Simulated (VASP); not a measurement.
# Nb (I4/mmm) in VASP: single point with PBEsol

Aim: the single point of Nb with PBEsol.

Program: VASP 6.6.1. These are calculated values, not measurements. Logs are shortened: lines on timing, memory, paths and dates and some standing lists are left out, and cuts for length are marked.

**1. The cell of the first run**

The structure is tetragonal, space group I4/mmm (No. 139). Conventional cell: a = 2.752 Å, b = 2.752 Å, c = 4.399 Å, α = 90.00°, β = 90.00°, γ = 90.00°. Nb (site symmetry 4/mmm) has 12 Nb at 2.75 to 2.94 Å within 3.6 Å.

**2. Single point, PBEsol (strain -0.080 along x and y, +0.040 along z)**

Contents of INCAR:

```
SYSTEM = Nb
PREC = Accurate ; ENCUT = 520
EDIFF = 1E-6 ; ISMEAR = 0
SIGMA = 0.15 ; LREAL = .False.
LASPH = .True. ; NELM = 80
ALGO = Normal ; ISIF = 2
LWAVE = .False. ; LCHARG = .True.
GGA = PS ; LELF = .True.
LVHAR = .True. ; NBANDS = 12
```

Contents of KPOINTS:

```
Automatic mesh
0
Gamma
  20 20 20
  0 0 0
```

Contents of POSCAR:

```
Nb
1.0
    0.0000000000      1.9458000000      2.1996000000
    1.9458000000      0.0000000000      2.1996000000
    1.9458000000      1.9458000000      0.0000000000
Nb
1
Direct
    0.0000000000      0.0000000000      0.0000000000
```

Potentials or basis: VASP PAW PBE potentials, release 64 (Nb_sv).

Started as:

```bash
$ cat potpaw_PBE.64/Nb_sv/POTCAR > POTCAR
$ mpirun -np 1 vasp_std > vasp.out
```

OUTCAR:

```text
SYSTEM = Nb
   PREC = Accurate
   ENCUT = 520
   EDIFF = 1E-6
   ISMEAR = 0
   LREAL = .False.
   LASPH = .True.
   NELM = 80
   ISIF = 2
   GGA = PS

 ion  position               nearest neighbor table
   1  0.000  0.000  0.000-

  LATTYP: Found a body centered tetragonal cell.
 ALAT       =     2.7517767497
 C/A-ratio  =     1.5986762009

  Lattice vectors:

 A1 = (  -1.9458000000,   0.0000000000,   2.1996000000)
 A2 = (   1.9458000000,   0.0000000000,   2.1996000000)
 A3 = (   0.0000000000,   1.9458000000,  -2.1996000000)

Analysis of symmetry for initial positions (statically):
=====================================================================
 Subroutine PRICEL returns:
 Original cell was already a primitive cell.

 Routine SETGRP: Setting up the symmetry group for a
 body centered tetragonal supercell.

 Subroutine GETGRP returns: Found 16 space group operations
 (whereof 16 operations were pure point group operations)
 out of a pool of 16 trial point group operations.

The static configuration has the point symmetry D_4h.

Analysis of symmetry for dynamics (positions and initial velocities):
=====================================================================
 Subroutine PRICEL returns:
 Original cell was already a primitive cell.

 Routine SETGRP: Setting up the symmetry group for a
 body centered tetragonal supercell.

 Subroutine GETGRP returns: Found 16 space group operations
 (whereof 16 operations were pure point group operations)
 out of a pool of 16 trial point group operations.

The dynamic configuration has the point symmetry D_4h.

 Subroutine INISYM returns: Found 16 space group operations
 (whereof 16 operations are pure point group operations),
 and found     1 'primitive' translations

----------------------------------------------------------------------------------------

                                     Primitive cell

  volume of cell :      16.6560

  direct lattice vectors                    reciprocal lattice vectors
     0.000000000  1.945800000  2.199600000    -0.256963717  0.256963717  0.227314057
     1.945800000  0.000000000  2.199600000     0.256963717 -0.256963717  0.227314057
     1.945800000  1.945800000  0.000000000     0.256963717  0.256963717 -0.227314057

  length of vectors
     2.936729099  2.936729099  2.751776750     0.428640157  0.428640157  0.428640157

  position of ions in fractional coordinates (direct lattice)
     0.000000000  0.000000000  0.000000000

[... 83 lines left out ...]
   POTIM  = 0.5000    time-step for ionic-motion
   TEBEG  =    0.0;   TEEND  =   0.0 temperature during run
   PSTRESS=    0.0 pullay stress
   NELECT =      13.0000    total number of electrons
   NUPDOWN=      -1.0000    fix difference up-down
   EMIN   =  10.00;   EMAX   =-10.00  energy-range for DOS
   EFERMI =   0.00;   METHOD = LEGACY
   ISMEAR =     0;   SIGMA  =   0.15  broadening in eV -4-tet -1-fermi 0-gaus
   EFERMI_NEDOS =   21; number of points for ismear=-14 and -15
   IALGO  =     38    algorithm
   IMIX   =      4    mixing-type and parameters
     AMIX     =   0.40;   BMIX     =  1.00
     AMIX_MAG =   1.60;   BMIX_MAG =  1.00
  volume/ion in A,a.u.               =      16.66       112.40
  Fermi-wavevector in a.u.,A,eV,Ry     =   1.507298  2.848381 30.911737  2.271949
  Thomas-Fermi vector in A             =   2.617903
   LORBIT       =      0    0 simple, 1 ext, 2 COOP (PROOUT), +10 PAW based schemes
   GGA     = PS    functional components
   LHFCALC =     F    Hartree Fock is set to
   AEXX    =    0.0000 exact exchange contribution
   IVDW    =     0    specifies the selected vdW correction
   LEPSILON=     F    determine dielectric tensor
   LRPA    =     F    only Hartree local field effects (RPA)
 non-spin polarized calculation
 Gauss-broadening in eV      SIGMA  =   0.15
  energy-cutoff  :      520.00
  volume of cell :       16.66
 maximum number of plane-waves:       465
 NGX is ok and might be reduce to    24
   NGX = 11   NGY = 11   NGZ = 11

 number of electron      13.0000001 magnetization

 Free energy of the ion-electron system (eV)
  ---------------------------------------------------
  ext. energy  EPLUGINS =         0.00000000
  ---------------------------------------------------
  free energy    TOTEN  =       -10.66709018 eV

  energy without entropy =      -10.65219256  energy(sigma->0) =      -10.65964137

 E-fermi :  12.4797     XC(G=0): -13.0373

 val. band max:       12.4751312856   @ k =   0.4500   0.0000   0.1500
 cond. band min:      12.4799741613   @ k =  -0.3500   0.0500   0.3000
 fundamental gap:      0.0048428756
 Fermi energy:        12.4796840002

 k-point     1 :       0.0000    0.0000    0.0000
  band No.  band energies     occupation
      1     -42.0170      2.00000
      2     -17.2228      2.00000
      3     -17.0958      2.00000
      4     -17.0958      2.00000
      5       6.0752      2.00000
      6      11.5683      2.00000
      7      13.2521      0.00000
      8      13.2521      0.00000
      9      14.2795      0.00000
     10      16.7691      0.00000
     11      24.7324      0.00000
     12      27.4169      0.00000
[... 331 lines left out ...]
 k-point    24 :      -0.3500    0.0500    0.0000
  band No.  band energies     occupation
      1     -41.7372      2.00000
      2     -18.6731      2.00000
      3     -17.5067      2.00000
      4     -17.1520      2.00000
      5       8.4430      2.00000
      6      11.7873      2.00000
      7      12.9535      0.00001
      8      13.5241      0.00000
      9      16.6019      0.00000
     10      17.7041      0.00000
     11      24.2179      0.00000
     12      27.4938      0.00000

 [... further k-points ...]

------------------------ aborting loop because EDIFF is reached ----------------------------------------

  FORCE on cell =-STRESS in cart. coord.  units (eV):
  Direction    XX          YY          ZZ          XY          YZ          ZX
  --------------------------------------------------------------------------------------
  -------------------------------------------------------------------------------------
  Total        0.8488486      0.8488486      2.9285380      0.0000000      0.0000000     -0.0000000
  in kB       81.6527295     81.6527295    281.7029133      0.0000000      0.0000000     -0.0000000
  external PRESSURE =     148.3361241 kB  Pullay stress =       0.0000000 kB

 VOLUME and BASIS-vectors are now :
 -----------------------------------------------------------------------------
  energy-cutoff  :      520.00
  volume of cell :       16.66
      direct lattice vectors                 reciprocal lattice vectors
     0.000000000  1.945800000  2.199600000    -0.256963717  0.256963717  0.227314057
     1.945800000  0.000000000  2.199600000     0.256963717 -0.256963717  0.227314057
     1.945800000  1.945800000  0.000000000     0.256963717  0.256963717 -0.227314057

 POSITION                                       TOTAL-FORCE (eV/Angst)
 -----------------------------------------------------------------------------------
      0.00000      0.00000      0.00000        -0.000000      0.000000      0.000000
 -----------------------------------------------------------------------------------
    total drift:                               -0.000000      0.000000     -0.000000

  FREE ENERGIE OF THE ION-ELECTRON SYSTEM (eV)
  ---------------------------------------------------
  free  energy   TOTEN  =       -10.6670901805 eV

  energy  without entropy=      -10.6521925650  energy(sigma->0) =      -10.65964137
```

OSZICAR:

```text
N       E                     dE             d eps       ncg     rms          rms(c)
DAV:   1     0.117415182933E+03    0.11742E+03   -0.73221E+03 15440   0.109E+03
DAV:   2    -0.624312578739E+01   -0.12366E+03   -0.11910E+03 16360   0.395E+02
DAV:   3    -0.108015714208E+02   -0.45584E+01   -0.43520E+01 22380   0.667E+01
DAV:   4    -0.110670129664E+02   -0.26544E+00   -0.26359E+00 21292   0.144E+01
DAV:   5    -0.110773911474E+02   -0.10378E-01   -0.10372E-01 22600   0.238E+00    0.818E+00
DAV:   6    -0.107069224318E+02    0.37047E+00   -0.57147E-01 24756   0.959E+00    0.301E+00
DAV:   7    -0.106618677405E+02    0.45055E-01   -0.18613E-01 25384   0.543E+00    0.983E-01
DAV:   8    -0.106670206248E+02   -0.51529E-02   -0.14189E-02 18372   0.157E+00    0.293E-02
DAV:   9    -0.106670759831E+02   -0.55358E-04   -0.94132E-04 24172   0.279E-01    0.471E-02
DAV:  10    -0.106670957963E+02   -0.19813E-04   -0.31365E-05 18916   0.705E-02    0.177E-02
DAV:  11    -0.106670903965E+02    0.53998E-05   -0.56754E-06 20728   0.389E-02    0.449E-03
DAV:  12    -0.106670901805E+02    0.21596E-06   -0.42213E-07 11152   0.112E-02
   1 F= -.10667090E+02 E0= -.10659641E+02  d E =-.148976E-01
```

stdout:

```text
POSCAR found type information on POSCAR Nb
 POSCAR found :  1 types and       1 ions
 scaLAPACK will be used
 -----------------------------------------------------------------------------
|                                                                             |
|                                                                             |
|     You enforced a specific xc type in the INCAR file but a different       |
|     I HOPE YOU KNOW WHAT YOU ARE DOING!                                     |
|                                                                             |
 -----------------------------------------------------------------------------

 LDA part: xc-table for (Slater+PW92), standard interpolation
 POSCAR, INCAR and KPOINTS ok, starting setup
 FFT: planning ... GRIDC
 FFT: planning ... GRID_SOFT
 FFT: planning ... GRID
 WAVECAR not read
 entering main loop
```

Run time: 83 s. Hardware: 1 thread of Intel Xeon 8259CL, shared host; peak memory 0.24 GiB.

What came out:

| Quantity | Value |
| --- | --- |
| Free energy | -10.6671 eV |
| Pressure | 14.8 GPa |
| Band gap on the k mesh | zero (an odd number of electrons rules out a gap without spin polarisation) |

Levels at points of the mesh, in eV from the Fermi level:
| k point | band 3 | band 4 | band 5 | band 6 | band 7 | band 8 | band 9 | band 10 |
| --- | --- | --- | --- | --- | --- | --- | --- | --- |
| (0.00, 0.00, 0.00) | -29.58 | -29.58 | -6.40 | -0.91 | 0.77 | 0.77 | 1.80 | 4.29 |
| (0.50, 0.00, 0.00) | -30.01 | -29.66 | -4.25 | -0.88 | 0.76 | 2.02 | 5.11 | 5.87 |
| (0.50, 0.50, 0.00) | -29.98 | -29.98 | -4.53 | -3.67 | 2.98 | 5.73 | 6.09 | 6.09 |
| (0.50, 0.00, 0.50) | -30.55 | -30.16 | -4.73 | -3.84 | 5.16 | 5.16 | 5.27 | 7.17 |

Caveat: the cell differs from its parent crystal (strain -0.080 along x and y, +0.040 along z); the cell stands under pressure; the PAW data sets were made with another functional, which shifts forces and pressure a little.
